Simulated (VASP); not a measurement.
# Cs2Ru (Pnnm) in VASP: single point with PBE

Aim: the single point of Cs2Ru with PBE.

Program: VASP 6.6.1. These are calculated values, not measurements. Logs are shortened: lines on timing, memory, paths and dates and some standing lists are left out, and cuts for length are marked.

**1. The cell of the first run**

The structure is orthorhombic, space group Pnnm (No. 58). Conventional cell: a = 6.782 Å, b = 6.911 Å, c = 5.217 Å, α = 90.00°, β = 90.00°, γ = 90.00°. Within 3.5 Å of Cs (site symmetry m) lie 3 Ru at 2.54 to 3.48 Å. Within 3.5 Å of Ru (site symmetry 2/m) lie 6 Cs at 2.54 to 3.48 Å.

**2. Single point, PBE**

File INCAR:

```
PREC     = Accurate       # precision mode
ENCUT    = 520            # plane-wave cutoff, eV
EDIFF    = 1E-6           # SCF threshold, eV
ISMEAR   = 0              # smearing method
SIGMA    = 0.1            # smearing width, eV
LREAL    = F              # projectors in reciprocal space
LASPH    = T              # aspherical terms in the spheres
NELM     = 100            # most SCF steps
ALGO     = Fast           # electronic algorithm
ISIF     = 2              # what is computed and relaxed
LWAVE    = F              # write WAVECAR
LCHARG   = T              # write CHGCAR
GGA      = PE             # functional
LELF     = T              # ELF
LVHAR    = T            
NBANDS   = 41             # bands
```

File KPOINTS:

```
regular mesh
0
Gamma
  4 4 4
```

File POSCAR:

```
Cs2Ru
1.0
    6.7816510592      0.0000000000      0.0000000000
    0.0000000000      6.9113664152      0.0000000000
    0.0000000000      0.0000000000      5.2173773537
Cs Ru
4 2
Direct
    0.2621639603      0.2633235275      0.0000000000
    0.7378360397      0.7366764725      0.0000000000
    0.7621639603      0.2366764725      0.5000000000
    0.2378360397      0.7633235275      0.5000000000
    0.0000000000      0.0000000000      0.0000000000
    0.5000000000      0.5000000000      0.5000000000
```

Potentials or basis: VASP PAW PBE potentials, release 64 (Cs_sv, Ru_pv).

Launch:

```bash
cat potpaw_PBE.64/Cs_sv/POTCAR potpaw_PBE.64/Ru_pv/POTCAR > POTCAR
mpirun -np 1 vasp_std > vasp.out
```

OUTCAR:

```text
PREC = Accurate
   ENCUT = 520
   EDIFF = 1E-6
   ISMEAR = 0
   LREAL = F
   LASPH = T
   NELM = 100
   ISIF = 2
   GGA = PE

 ion  position               nearest neighbor table
   1  0.262  0.263  0.000-   5 2.54
   2  0.738  0.737  0.000-   5 2.54
   3  0.762  0.237  0.500-   6 2.54
   4  0.238  0.763  0.500-   6 2.54
   5  0.000  0.000  0.000-   1 2.54   2 2.54
   6  0.500  0.500  0.500-   3 2.54   4 2.54

  LATTYP: Found a simple orthorhombic cell.
 ALAT       =     5.2173773537
 B/A-ratio  =     1.2998199286
 C/A-ratio  =     1.3246821049

  Lattice vectors:

 A1 = (   0.0000000000,   0.0000000000,   5.2173773537)
 A2 = (   6.7816510592,   0.0000000000,   0.0000000000)
 A3 = (   0.0000000000,   6.9113664152,   0.0000000000)

Analysis of symmetry for initial positions (statically):
=====================================================================
 Subroutine PRICEL returns:
 Original cell was already a primitive cell.

 Routine SETGRP: Setting up the symmetry group for a
 simple orthorhombic supercell.

 Subroutine GETGRP returns: Found  8 space group operations
 (whereof  4 operations were pure point group operations)
 out of a pool of  8 trial point group operations.

The static configuration has the point symmetry C_2h.
 The point group associated with its full space group is D_2h.

Analysis of symmetry for dynamics (positions and initial velocities):
=====================================================================
 Subroutine PRICEL returns:
 Original cell was already a primitive cell.

 Routine SETGRP: Setting up the symmetry group for a
 simple orthorhombic supercell.

 Subroutine GETGRP returns: Found  8 space group operations
 (whereof  4 operations were pure point group operations)
 out of a pool of  8 trial point group operations.

The dynamic configuration has the point symmetry C_2h.
 The point group associated with its full space group is D_2h.

 Subroutine INISYM returns: Found  8 space group operations
 (whereof  4 operations are pure point group operations),
 and found     1 'primitive' translations

----------------------------------------------------------------------------------------

                                     Primitive cell

  volume of cell :     244.5410

  direct lattice vectors                    reciprocal lattice vectors
     6.781651059  0.000000000  0.000000000     0.147456717  0.000000000  0.000000000
     0.000000000  6.911366415  0.000000000     0.000000000  0.144689189  0.000000000
     0.000000000  0.000000000  5.217377354     0.000000000  0.000000000  0.191667179

  length of vectors
     6.781651059  6.911366415  5.217377354     0.147456717  0.144689189  0.191667179

  position of ions in fractional coordinates (direct lattice)
     0.262163960  0.263323527  0.000000000
     0.737836040  0.736676473  0.000000000
     0.762163960  0.236676473  0.500000000
     0.237836040  0.763323527  0.500000000
     0.000000000  0.000000000  0.000000000
     0.500000000  0.500000000  0.500000000

  ion indices of the primitive-cell ions
   primitive index   ion index
                 1           1
                 2           2
                 3           3
                 4           4
                 5           5
                 6           6

----------------------------------------------------------------------------------------

 KPOINTS: regular mesh

Automatic generation of k-mesh.
 Grid dimensions read from file:
 generate k-points for:    4    4    4

 Generating k-lattice:

  Cartesian coordinates                     Fractional coordinates (reciprocal lattice)
     0.036864179  0.000000000  0.000000000     0.250000000  0.000000000  0.000000000
     0.000000000  0.036172297  0.000000000     0.000000000  0.250000000  0.000000000
     0.000000000  0.000000000  0.047916795     0.000000000  0.000000000  0.250000000

  Length of vectors
     0.036864179  0.036172297  0.047916795

  Shift w.r.t. Gamma in fractional coordinates (k-lattice)
     0.000000000  0.000000000  0.000000000

 Subroutine IBZKPT returns following result:
 ===========================================

 Found     27 irreducible k-points:

 Following reciprocal coordinates:
            Coordinates               Weight
  0.000000  0.000000  0.000000      1.000000
  0.250000  0.000000  0.000000      2.000000
  0.500000  0.000000  0.000000      1.000000
  0.000000  0.250000  0.000000      2.000000
  0.250000  0.250000  0.000000      4.000000
  0.500000  0.250000  0.000000      2.000000
[... 16 lines left out ...]
  0.250000  0.250000  0.500000      4.000000
  0.500000  0.250000  0.500000      2.000000
 [... further k-points ...]
   k-points           NKPTS =     27   k-points in BZ     NKDIM =     27   number of bands    NBANDS=     41
   number of dos      NEDOS =    301   number of ions     NIONS =      6
   total plane-waves  NPLWV = 108000
   dimension x,y,z NGX =    50 NGY =   54 NGZ =   40
   dimension x,y,z NGXF=   100 NGYF=  108 NGZF=   80
   ions per type =               4   2
   NGX,Y,Z   is equivalent  to a cutoff of  12.26, 12.99, 12.75 a.u.
   NGXF,Y,Z  is equivalent  to a cutoff of  24.51, 25.98, 25.49 a.u.
 SYSTEM =  unknown system
   PREC   = accura    normal or accurate (medium, high low for compatibility)
   ISTART =      0    job   : 0-new  1-cont  2-samecut
   ICHARG =      2    charge: 1-file 2-atom 10-const
   ISPIN  =      1    spin polarized calculation?
   LNONCOLLINEAR =      F non collinear calculations
   LSORBIT =      F    spin-orbit coupling
   LASPH  =      T    aspherical Exc in radial PAW
   ENCUT  =  520.0 eV  38.22 Ry    6.18 a.u.  12.61 12.85  9.70*2*pi/ulx,y,z
   NELM   =    100;   NELMIN=  2; NELMDL= -5     # of ELM steps
   EDIFF  = 0.1E-05   stopping-criterion for ELM
   LREAL  =      F    real-space projection
   EDIFFG = 0.1E-04   stopping-criterion for IOM
   NSW    =      0    number of steps for IOM
   IBRION =     -1    ionic relax: 0-MD 1-quasi-New 2-CG
   NFREE  =      0    steps in history (QN), initial steepest desc. (CG)
   ISIF   =      2    stress and relaxation
   ISYM   =      2    0-nonsym 1-usesym 2-fastsym
   POTIM  = 0.5000    time-step for ionic-motion
   TEBEG  =    0.0;   TEEND  =   0.0 temperature during run
   PSTRESS=    0.0 pullay stress
   NELECT =      64.0000    total number of electrons
   NUPDOWN=      -1.0000    fix difference up-down
   EMIN   =  10.00;   EMAX   =-10.00  energy-range for DOS
   EFERMI =   0.00;   METHOD = LEGACY
   ISMEAR =     0;   SIGMA  =   0.10  broadening in eV -4-tet -1-fermi 0-gaus
   EFERMI_NEDOS =   21; number of points for ismear=-14 and -15
   IALGO  =     68    algorithm
   IMIX   =      4    mixing-type and parameters
     AMIX     =   0.40;   BMIX     =  1.00
     AMIX_MAG =   1.60;   BMIX_MAG =  1.00
  volume/ion in A,a.u.               =      40.76       275.04
  Fermi-wavevector in a.u.,A,eV,Ry     =   1.047171  1.978866 14.919702  1.096567
  Thomas-Fermi vector in A             =   2.182040
   LORBIT       =      0    0 simple, 1 ext, 2 COOP (PROOUT), +10 PAW based schemes
   GGA     = PE    functional components
   LHFCALC =     F    Hartree Fock is set to
   AEXX    =    0.0000 exact exchange contribution
   IVDW    =     0    specifies the selected vdW correction
   LEPSILON=     F    determine dielectric tensor
   LRPA    =     F    only Hartree local field effects (RPA)
 non-spin polarized calculation
 RMM-DIIS sequential band-by-band and
 Gauss-broadening in eV      SIGMA  =   0.10
  energy-cutoff  :      520.00
  volume of cell :      244.54
 maximum number of plane-waves:      6612
   NGX = 25   NGY = 25   NGZ = 19

 number of electron      64.0000005 magnetization

 Free energy of the ion-electron system (eV)
  ---------------------------------------------------
  ext. energy  EPLUGINS =         0.00000000
  ---------------------------------------------------
  free energy    TOTEN  =       -13.20269254 eV

  energy without entropy =      -13.19273511  energy(sigma->0) =      -13.19771383

 E-fermi :   3.2155     XC(G=0):  -8.2889

 val. band max:        3.1951011652   @ k =   0.0000   0.0000   0.0000
 cond. band min:       3.2172969833   @ k =   0.0000   0.0000   0.2500
 fundamental gap:      0.0221958182
 Fermi energy:         3.2154515368

 k-point     1 :       0.0000    0.0000    0.0000
  band No.  band energies     occupation
      1     -38.2176      2.00000
      2     -38.2176      2.00000
      3     -37.6130      2.00000
      4     -37.6130      2.00000
      5     -37.5640      2.00000
      6     -37.5640      2.00000
[... 33 lines left out ...]
     40       6.8806      0.00000
     41       7.1047      0.00000

 k-point     2 :       0.2500    0.0000    0.0000
  band No.  band energies     occupation
      1     -38.2176      2.00000
      2     -38.2176      2.00000
      3     -37.6130      2.00000
      4     -37.6130      2.00000
      5     -37.5640      2.00000
      6     -37.5640      2.00000
[... 33 lines left out ...]
     40       6.2988      0.00000
     41       6.6031      0.00000

 k-point     3 :       0.5000    0.0000    0.0000
  band No.  band energies     occupation
      1     -38.2176      2.00000
      2     -38.2176      2.00000
      3     -37.6130      2.00000
      4     -37.6130      2.00000
      5     -37.5640      2.00000
      6     -37.5640      2.00000
[... 33 lines left out ...]
     40       6.2072      0.00000
     41       6.5426      0.00000

 k-point     4 :       0.0000    0.2500    0.0000
  band No.  band energies     occupation
      1     -38.2176      2.00000
      2     -38.2175      2.00000
      3     -37.6130      2.00000
      4     -37.6130      2.00000
      5     -37.5640      2.00000
      6     -37.5640      2.00000
[... 825 lines left out ...]
     40       5.8647      0.00000
     41       5.8865      0.00000

 k-point    23 :       0.2500    0.2500    0.5000
  band No.  band energies     occupation
      1     -38.2176      2.00000
      2     -38.2176      2.00000
      3     -37.6132      2.00000
      4     -37.6132      2.00000
      5     -37.5640      2.00000
      6     -37.5640      2.00000
[... 33 lines left out ...]
     40       5.8465      0.00000
     41       6.4446      0.00000

 k-point    24 :       0.5000    0.2500    0.5000
  band No.  band energies     occupation
      1     -38.2176      2.00000
      2     -38.2176      2.00000
      3     -37.6131      2.00000
      4     -37.6131      2.00000
      5     -37.5640      2.00000
      6     -37.5640      2.00000
[... 33 lines left out ...]
     40       5.9699      0.00000
     41       6.3447      0.00000

 [... further k-points ...]

------------------------ aborting loop because EDIFF is reached ----------------------------------------

  FORCE on cell =-STRESS in cart. coord.  units (eV):
  Direction    XX          YY          ZZ          XY          YZ          ZX
  --------------------------------------------------------------------------------------
  -------------------------------------------------------------------------------------
  Total        1.8607542      1.8501537      0.2071197      0.0000000      0.0000000      0.0000000
  in kB       12.1912428     12.1217910      1.3570017      0.0000000      0.0000000      0.0000000
  external PRESSURE =       8.5566785 kB  Pullay stress =       0.0000000 kB

 VOLUME and BASIS-vectors are now :
 -----------------------------------------------------------------------------
  energy-cutoff  :      520.00
  volume of cell :      244.54
      direct lattice vectors                 reciprocal lattice vectors
     6.781651059  0.000000000  0.000000000     0.147456717  0.000000000  0.000000000
     0.000000000  6.911366415  0.000000000     0.000000000  0.144689189  0.000000000
     0.000000000  0.000000000  5.217377354     0.000000000  0.000000000  0.191667179

 POSITION                                       TOTAL-FORCE (eV/Angst)
 -----------------------------------------------------------------------------------
      1.77790      1.81993      0.00000         0.240769      0.242790      0.000000
      5.00375      5.09144      0.00000        -0.240769     -0.242790     -0.000000
      5.16873      1.63576      2.60869         0.240769     -0.242790      0.000000
      1.61292      5.27561      2.60869        -0.240769      0.242790     -0.000000
      0.00000      0.00000      0.00000         0.000000     -0.000000      0.000000
      3.39083      3.45568      2.60869         0.000000     -0.000000      0.000000
 -----------------------------------------------------------------------------------
    total drift:                                0.000000     -0.000000     -0.000000

  FREE ENERGIE OF THE ION-ELECTRON SYSTEM (eV)
  ---------------------------------------------------
  free  energy   TOTEN  =       -13.2026925393 eV

  energy  without entropy=      -13.1927351110  energy(sigma->0) =      -13.19771383
```

Run time: 2.8 min. Hardware: 1 thread of Intel Xeon 6975P-C (Granite Rapids), shared host; peak memory 0.45 GiB.

Results:

```yaml
Free_energy: -13.2027 eV
Pressure: 0.9 GPa
Largest_force: 0.342 eV/Å
Band_gap_on_the_k_mesh: zero (bands 32 and 33 overlap by 0.01 eV)
```

Forces on the atoms (eV/Å):
```
Cs   0.241  0.243  0.000
Cs  -0.241 -0.243  0.000
Cs   0.241 -0.243  0.000
Cs  -0.241  0.243  0.000
Ru   0.000  0.000  0.000
Ru   0.000  0.000  0.000
```

Caveat: spin-orbit coupling is left out, which moves the levels of the heavy elements.
